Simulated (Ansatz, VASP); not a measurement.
## One calculation of Zr, two programs

Contents of INCAR:

```
SYSTEM = Zr
ALGO     = Normal         ! electronic algorithm
EDIFF    = 1E-8           ! SCF threshold, eV
ENCUT    = 520            ! plane-wave cutoff, eV
GGA      = PS             ! functional
ISIF     = 2              ! what is computed and relaxed
ISMEAR   = -1             ! smearing method
LASPH    = .TRUE.         ! aspherical terms in the spheres
LCHARG   = .FALSE.        ! write CHGCAR
LEFG     = .TRUE.       
LREAL    = .FALSE.        ! projectors in reciprocal space
LWAVE    = .FALSE.        ! write WAVECAR
NBANDS   = 12             ! bands
NELM     = 60             ! most SCF steps
PREC     = Accurate       ! precision mode
SIGMA    = 0.08           ! smearing width, eV
```

Contents of KPOINTS:

```
k-points
0
G
  14 14 14
  0 0 0
```

Contents of POSCAR:

```
Zr
1.0
   -1.8100000000      1.8100000000      1.8281000000
    1.8100000000     -1.8100000000      1.8281000000
    1.8100000000      1.8100000000     -1.8281000000
Zr
1
Direct
    0.0000000000      0.0000000000      0.0000000000
```

Input for Ansatz:

```yaml
crystal:
  lattice:
    - [-1.81, 1.81, 1.8281]
    - [1.81, -1.81, 1.8281]
    - [1.81, 1.81, -1.8281]
  atoms:
    - { symbol: Zr, position: [0.0, 0.0, 0.0] }
kpoints:
  mp_grid: { grid: [14, 14, 14] }
scf:
  occupations: { method: fermi_dirac, width: 0.08 }
hamiltonian:
  xc: pbesol
  pseudopotentials: { kind: all_electron, datasets: crystal }
output:
  forces: true
  stress: true
  eigenvalues: true
  efg: { contact_densities: true }
```

Change from the starting cell: zz strain of +1 %, crystal datasets.

Alike in both runs: task electric field gradients; functional PBEsol; k mesh 14 × 14 × 14; occupations fermi-dirac, width 0.08 eV; no spin polarisation.

|  | VASP | Ansatz |
| --- | --- | --- |
| version | VASP 6.6.1 | Ansatz 0.2.0 |
| potentials or method | VASP PAW PBE potentials, release 64 (Zr_sv), cutoff 520 eV | all-electron PAW with datasets made for the crystal, scalar-relativistic |

```tsv
	VASP	Ansatz	Ansatz less VASP
pressure (GPa)	-7.3	-7.4	-0.04
traceless stress, the component that is largest in VASP (GPa)	0.07	0.07	-0.001
size of Vzz on the site where it differs most (V/Å²)	0.5	0.4	-0.05
```

VASP's potentials were made for PBE, not for PBEsol. Ansatz ran all-electron here, and VASP with PAW potentials.
